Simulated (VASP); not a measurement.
Crystal: Sb.

```
Sb
1.0
     2.15420    1.24373    3.75800
    -2.15420    1.24373    3.75800
     0.00000   -2.48746    3.75800
Sb
2
Cartesian
  0.0000 0.0000 2.6324
  0.0000 0.0000 8.6416
```

* Program: VASP 6.6.1
* Task: relaxation of cell and atoms
* Functional: LDA
* Potentials or basis: VASP PAW LDA potentials, release 64 (Sb)
* Cutoff: 600 eV
* k mesh: 9 × 9 × 9
* Occupations: fermi-dirac, width 0.05 eV
* Spin: no spin polarisation

At the start: pressure -0.9 GPa; volume 30.21 Å³/atom.

How do energy, volume and symmetry change on relaxing?

Over 9 steps the energy falls by 4.9 meV/atom and the volume is 29.29 Å³/atom (-3.0 %); space group R-3m (No. 166, to 0.05 Å).

Step by step:
```csv
step,energy change (eV),largest force (eV/Å),pressure (GPa),volume (Å³)
1,0.0000,0.0978,-0.88,60.41
2,-0.0042,0.1835,0.40,58.97
3,-0.0043,0.1743,0.26,59.12
4,-0.0077,0.1011,0.19,58.87
5,-0.0097,0.0054,0.09,58.50
6,-0.0097,0.0040,0.09,58.46
7,-0.0098,0.0105,-0.10,58.65
8,-0.0098,0.0079,-0.03,58.58
9,-0.0098,0.0006,-0.01,58.57
```

Final structure:
```cif
data_structure
_symmetry_space_group_name_H-M 'P 1'
_symmetry_Int_Tables_number 1
_cell_length_a 4.4213
_cell_length_b 4.4213
_cell_length_c 4.4213
_cell_angle_alpha 58.185
_cell_angle_beta 58.185
_cell_angle_gamma 58.185
_cell_volume 58.57
loop_
_atom_site_label
_atom_site_type_symbol
_atom_site_fract_x
_atom_site_fract_y
_atom_site_fract_z
_atom_site_occupancy
Sb1 Sb 0.23620 0.23620 0.23620 1
Sb2 Sb 0.76380 0.76380 0.76380 1
```
